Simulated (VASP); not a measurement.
Here is a VASP 6.6.1 calculation.

File INCAR:

```
PREC = Accurate
ENCUT = 520
EDIFF = 1E-8
ISMEAR = 0
SIGMA = 0.01
LREAL = F
LASPH = T
NELM = 60
ALGO = Normal
ISIF = 2
LWAVE = F
LCHARG = F
GGA = CA
LEPSILON = T
```

KPOINTS

```
Automatic mesh
0
Gamma
  4 4 3
```

The input POSCAR:

```
CuI
1.0
    4.0229000000      0.0000000000      0.0000000000
    0.0000000000      4.0229000000      0.0000000000
    0.0000000000      0.0000000000      5.6506000000
Cu I
2 2
Direct
    0.0000000000      0.0000000000      0.0000000000
    0.5000000000      0.5000000000      0.0000000000
    0.0000000000      0.5000000000      0.2913000000
    0.5000000000      0.0000000000      0.7087000000
```

Potentials or basis: VASP PAW LDA potentials, release 64 (Cu, I).

Launch:

```sh
$ cat potpaw_LDA.64/Cu/POTCAR potpaw_LDA.64/I/POTCAR > POTCAR
$ mpirun -np 1 vasp_std > vasp.out
```

Problem. What does it give for the electronic dielectric tensor (diagonal)?

Solution. 9.12, 9.12, 7.13.

Problem. What does it give for the Born charges (mean of the diagonal)?

Solution. Cu +1.18; I -1.18 e.

Problem. Predict the band gap on the k mesh.

Solution. 1.43 eV, direct.

Born effective charge tensors (e):
atom 1, Cu
```
1.33 0.00 0.00
0.00 1.33 0.00
0.00 0.00 0.86
```
atom 2, Cu
```
1.33 0.00 0.00
0.00 1.33 0.00
0.00 0.00 0.86
```
atom 3, I
```
-1.33  0.00  0.00
 0.00 -1.33  0.00
 0.00  0.00 -0.86
```
atom 4, I
```
-1.33  0.00  0.00
 0.00 -1.33  0.00
 0.00  0.00 -0.86
```

Caveat: spin-orbit coupling is left out, which moves the levels of the heavy elements.
